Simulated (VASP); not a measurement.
Input of a VASP 6.6.1 run:

Contents of INCAR:

```
SYSTEM = MgO
ALGO     = Normal         ! electronic algorithm
EDIFF    = 1E-7           ! SCF threshold, eV
ENCUT    = 520            ! plane-wave cutoff, eV
GGA      = PS             ! functional
ISIF     = 2              ! what is computed and relaxed
ISMEAR   = 0              ! smearing method
LASPH    = .TRUE.         ! aspherical terms in the spheres
LCHARG   = .TRUE.         ! write CHGCAR
LELF     = .TRUE.         ! ELF
LREAL    = .FALSE.        ! projectors in reciprocal space
LVHAR    = .TRUE.       
LWAVE    = .FALSE.        ! write WAVECAR
NBANDS   = 16             ! bands
NELM     = 60             ! most SCF steps
PREC     = Accurate       ! precision mode
SIGMA    = 0.05           ! smearing width, eV
```

The input KPOINTS:

```
k-points
0
G
  9 9 6
  0 0 0
```

The input POSCAR:

```
MgO
1.0
    3.2817469438      0.0000000000      0.0000000000
   -1.6408734719      2.8420762221      0.0000000000
    0.0000000000      0.0000000000      5.0860514134
Mg O
2 2
Direct
    0.3333333333      0.6666666667      0.0272667940
    0.6666666667      0.3333333333      0.5272667940
    0.3333333333      0.6666666667      0.4009416620
    0.6666666667      0.3333333333      0.9009416620
```

Potentials or basis: VASP PAW PBE potentials, release 64 (Mg, O).

Launch:

```sh
$ cat potpaw_PBE.64/Mg/POTCAR potpaw_PBE.64/O/POTCAR > POTCAR
$ mpirun -np 1 vasp_std > vasp.out
```

Task: Predict the band gap on the k mesh.

Result: 3.55 eV, direct.

Task: What does it give for the largest force?

Result: 0.858 eV/Å.

Task: Estimate the pressure.

Result: 1.1 GPa.

Forces on the atoms (eV/Å):
```
Mg   0.000  0.000 -0.858
Mg   0.000  0.000 -0.858
O    0.000  0.000  0.858
O    0.000  0.000  0.858
```

Caveat: the PAW data sets were made with another functional, which shifts forces and pressure a little. A k mesh can miss the band edges.
